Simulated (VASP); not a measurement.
# BaTiO3 (R3m) in VASP: further runs, part 2 of 2

VASP 6.6.1.

**4. Single point, PBE+U**

Contents of INCAR:

```
PREC = Accurate ; ENCUT = 520
EDIFF = 1E-6 ; ISMEAR = -1
SIGMA = 0.1 ; LREAL = False
LASPH = True ; NELM = 150
ALGO = Normal ; ISIF = 2
LWAVE = False ; LCHARG = True
LMAXMIX = 4 ; LDAU = True
LDAUTYPE = 2 ; LDAUL = -1 2 -1
LDAUU = 0 8 0 ; LDAUJ = 0 0 0
LDAUPRINT = 1 ; GGA = PE
LELF = True ; LVHAR = True
NBANDS = 28
```

Contents of KPOINTS:

```
Automatic mesh
0
Gamma
  5 5 5
```

Contents of POSCAR:

```
BaTiO3
1.0
    4.0500731700      0.0000000000      0.0000000000
    0.0113805900      4.0500529400      0.0000000000
    0.0113805900      0.0113502400      4.0500428200
Ba Ti O
1 1 3
Direct
    0.0000000000      0.0000000000      0.0000000000
    0.4872000000      0.4872000000      0.4872000000
    0.5109000000      0.5109000000      0.0193000000
    0.0193000000      0.5109000000      0.5109000000
    0.5109000000      0.0193000000      0.5109000000
```

Potentials or basis: VASP PAW PBE potentials, release 64 (Ba_sv, Ti_sv, O).

The run is started by

```
cat potpaw_PBE.64/Ba_sv/POTCAR potpaw_PBE.64/Ti_sv/POTCAR potpaw_PBE.64/O/POTCAR > POTCAR
mpirun -np 1 vasp_std > vasp.out
```

OUTCAR:

```text
PREC = Accurate
   ENCUT = 520
   EDIFF = 1E-6
   ISMEAR = -1
   LREAL = False
   LASPH = True
   NELM = 150
   ISIF = 2
   GGA = PE

 ion  position               nearest neighbor table
   1  0.000  0.000  0.000-   3 2.81   4 2.81   5 2.81   4 2.86   3 2.86   3 2.86   4 2.86   5 2.86
                             5 2.86   3 2.93   4 2.93   5 2.93   2 3.43   2 3.48   2 3.48   2 3.48
   2  0.487  0.487  0.487-   5 1.90   4 1.90   3 1.90   5 2.16   4 2.16   3 2.16   1 3.43   1 3.48
                             1 3.48   1 3.48   1 3.54   1 3.54   1 3.54   1 3.61
   3  0.511  0.511  0.019-   2 1.90   2 2.16   1 2.81   1 2.86   1 2.86   1 2.93
   4  0.019  0.511  0.511-   2 1.90   2 2.16   1 2.81   1 2.86   1 2.86   1 2.93
   5  0.511  0.019  0.511-   2 1.90   2 2.16   1 2.81   1 2.86   1 2.86   1 2.93

  LATTYP: Found a trigonal (rhomboedric) cell.
 ALAT       =     4.0500747141
 COS(alpha) =     0.0028099704

  Lattice vectors:

 A1 = (   4.0500731700,   0.0000000000,   0.0000000000)
 A2 = (   0.0113805900,   4.0500529400,   0.0000000000)
 A3 = (   0.0113805900,   0.0113502400,   4.0500428200)

Analysis of symmetry for initial positions (statically):
=====================================================================
 Subroutine PRICEL returns:
 Original cell was already a primitive cell.

 Routine SETGRP: Setting up the symmetry group for a
 trigonal (rhombohedral) supercell.

 Subroutine GETGRP returns: Found  6 space group operations
 (whereof  6 operations were pure point group operations)
 out of a pool of 12 trial point group operations.

The static configuration has the point symmetry C_3v.

Analysis of symmetry for dynamics (positions and initial velocities):
[... 180 lines left out ...]
  o =  0.0920  v = -0.1819 -0.5978  0.0122  0.7786  0.0568  0.0000  0.0000  0.0000  0.0000  0.0000      0.0000  0.0000  0.0000  0.0000  0.0000  0.0000  0.0000  0.0000  0.0000  0.0000
  o =  0.2306  v = -0.0149 -0.0307 -0.3775  0.0463 -0.9242  0.0000  0.0000  0.0000  0.0000  0.0000      0.0000  0.0000  0.0000  0.0000  0.0000  0.0000  0.0000  0.0000  0.0000  0.0000
  o =  0.2306  v =  0.0000  0.0000  0.0000  0.0000  0.0000 -0.0149 -0.0307 -0.3775  0.0463 -0.9242      0.0000  0.0000  0.0000  0.0000  0.0000  0.0000  0.0000  0.0000  0.0000  0.0000
  o =  0.2306  v =  0.0000  0.0000  0.0000  0.0000  0.0000  0.0440 -0.0350  0.9244 -0.0036 -0.3773      0.0000  0.0000  0.0000  0.0000  0.0000  0.0000  0.0000  0.0000  0.0000  0.0000
  o =  0.2306  v =  0.0440 -0.0350  0.9244 -0.0036 -0.3773  0.0000  0.0000  0.0000  0.0000  0.0000      0.0000  0.0000  0.0000  0.0000  0.0000  0.0000  0.0000  0.0000  0.0000  0.0000

 number of electron      40.0000005 magnetization

 Free energy of the ion-electron system (eV)
  ---------------------------------------------------
  ext. energy  EPLUGINS =         0.00000000
  ---------------------------------------------------
  free energy    TOTEN  =       -34.76805459 eV

  energy without entropy =      -34.76805453  energy(sigma->0) =      -34.76805456

 E-fermi :   5.3788     XC(G=0): -11.0734

 val. band max:        3.6730132293   @ k =   0.4000   0.4000   0.4000
 cond. band min:       6.9533626196   @ k =   0.0000   0.0000   0.0000
 fundamental gap:      3.2803493903
 Fermi energy:         5.3787830322

 k-point     1 :       0.0000    0.0000    0.0000
  band No.  band energies     occupation
      1     -54.8697      2.00000
      2     -31.0126      2.00000
      3     -30.9948      2.00000
      4     -30.9948      2.00000
      5     -21.1177      2.00000
      6     -13.0921      2.00000
[... 578 lines left out ...]
     27      11.3119      0.00000
     28      11.4120      0.00000

------------------------ aborting loop because EDIFF is reached ----------------------------------------

  FORCE on cell =-STRESS in cart. coord.  units (eV):
  Direction    XX          YY          ZZ          XY          YZ          ZX
  --------------------------------------------------------------------------------------
  -------------------------------------------------------------------------------------
  Total        3.0151465      3.0159193      3.0167008     -0.1386571     -0.1378799     -0.1382692
  in kB       72.7169776     72.7356160     72.7544620     -3.3440245     -3.3252814     -3.3346708
  external PRESSURE =      72.7356852 kB  Pullay stress =       0.0000000 kB

 VOLUME and BASIS-vectors are now :
 -----------------------------------------------------------------------------
  energy-cutoff  :      520.00
  volume of cell :       66.43
      direct lattice vectors                 reciprocal lattice vectors
     4.050073170  0.000000000  0.000000000     0.246909119 -0.000693811 -0.000691868
     0.011380590  4.050052940  0.000000000     0.000000000  0.246910353 -0.000691966
     0.011380590  0.011350240  4.050042820     0.000000000  0.000000000  0.246910970

 POSITION                                       TOTAL-FORCE (eV/Angst)
 -----------------------------------------------------------------------------------
      0.00000      0.00000      0.00000        -0.036776     -0.036672     -0.036570
      1.98428      1.97872      1.97318         1.015175      1.012325      1.009494
      2.07522      2.06939      0.07817         0.003242      0.003233     -0.984909
      0.08980      2.07497      2.06917        -0.984883      0.006010      0.005993
      2.07522      0.08396      2.06917         0.003242     -0.984895      0.005993
 -----------------------------------------------------------------------------------
    total drift:                               -0.000496     -0.000574     -0.000470

  FREE ENERGIE OF THE ION-ELECTRON SYSTEM (eV)
  ---------------------------------------------------
  free  energy   TOTEN  =       -34.7680545892 eV

  energy  without entropy=      -34.7680545290  energy(sigma->0) =      -34.76805456
```

Wall time 32 s (1 thread of Intel Xeon Platinum 8375C at 2.90GHz (Ice Lake), shared host); peak memory 0.18 GiB.

Results:

* Free energy: -34.7681 eV
* Pressure: 7.3 GPa
* Largest force: 1.753 eV/Å
* Band gap on the k mesh: 3.28 eV, indirect (least direct gap 3.61 eV)

Forces on the atoms (eV/Å):
```
Ba  -0.037 -0.037 -0.037
Ti   1.015  1.012  1.009
O    0.003  0.003 -0.985
O   -0.985  0.006  0.006
O    0.003 -0.985  0.006
```

Eigenvalues of the final occupation matrices:
```
    site  spin  trace               eigenvalues
site 2 d     1   0.74  0.09 0.09 0.09 0.23 0.23
site 2 d     2   0.74  0.09 0.09 0.09 0.23 0.23
```

Caveat: spin-orbit coupling is left out, which moves the levels of the heavy elements; forces of over 1 eV/Å act on the atoms, so gaps and moduli don't describe the material at rest.

**5. Single point, PBE+D3(BJ)**

Contents of INCAR:

```
SYSTEM = BaTiO3
PREC     = Accurate       ! precision mode
ENCUT    = 520            ! plane-wave cutoff, eV
EDIFF    = 1E-6           ! SCF threshold, eV
ISMEAR   = -1             ! smearing method
SIGMA    = 0.1            ! smearing width, eV
LREAL    = .False.        ! projectors in reciprocal space
LASPH    = .True.         ! aspherical terms in the spheres
NELM     = 80             ! most SCF steps
ALGO     = Normal         ! electronic algorithm
ISIF     = 2              ! what is computed and relaxed
LWAVE    = .False.        ! write WAVECAR
LCHARG   = .False.        ! write CHGCAR
GGA      = PE             ! functional
IVDW     = 12             ! dispersion correction
NBANDS   = 28             ! bands
ISYM     = 0
```

Contents of KPOINTS:

```
Automatic mesh
0
Gamma
  5 5 5
  0 0 0
```

POSCAR is that of step 4.

The run is started by

```
cat potpaw_PBE.64/Ba_sv/POTCAR potpaw_PBE.64/Ti_sv/POTCAR potpaw_PBE.64/O/POTCAR > POTCAR
mpirun -np 1 vasp_std > vasp.out
```

Wall time 84 s (1 thread of Intel Xeon Platinum 8375C at 2.90GHz (Ice Lake), shared host); peak memory 0.26 GiB.

Results (log left out):

```
Free energy                : -41.3236 eV
Pressure                   : -2.4 GPa
Largest force              : 0.231 eV/Å
Band gap on the k mesh     : 2.38 eV, indirect (least direct gap 2.68 eV)
Dispersion energy per atom : -0.256 eV
```

Forces in eV/Å, atoms in the order of the input:
```
Ba  -0.017 -0.017 -0.017
Ti  -0.134 -0.133 -0.133
O    0.015  0.015  0.120
O    0.120  0.015  0.015
O    0.015  0.120  0.015
```

Levels at points of the mesh, in eV from the valence-band top:
```
           k point  band 17  band 18  band 19  band 20  band 21  band 22  band 23  band 24
(0.00, 0.00, 0.00)    -0.91    -0.43    -0.31    -0.31     2.38     2.38     2.50     4.33
```

Caveat: spin-orbit coupling is left out, which moves the levels of the heavy elements. As with any semilocal functional, this PBE gap is likely too small.

**6. The runs side by side**

```csv
level,U,gap on the mesh (eV),pressure (GPa),largest force (eV/Å)
PBE,-,2.38,0.8,0.23
PBE+U,Ti d U = 8.0 eV,3.28,7.3,1.75
PBE+D3(BJ),-,2.38,-2.4,0.23
```

Alike in all rows: task single point; potentials or basis VASP PAW PBE potentials, release 64 (Ba_sv, Ti_sv, O); no spin polarisation; cell as given; k mesh 5 × 5 × 5; cutoff (eV) 520; smearing fermi-dirac 0.1 eV.

On the cell as given the gap runs from 2.38 eV (PBE) to 3.28 eV (PBE+U). The pressure there spans -2.4 GPa (PBE+D3(BJ)) to 7.3 GPa (PBE+U); a positive pressure means that this level wants a larger cell, a negative one a smaller.

Caveats: spin-orbit coupling is left out, which moves the levels of the heavy elements; forces of over 1 eV/Å act on the atoms, so gaps and moduli don't describe the material at rest (some runs).

Absolute energies hang on the potentials; compare differences alone.
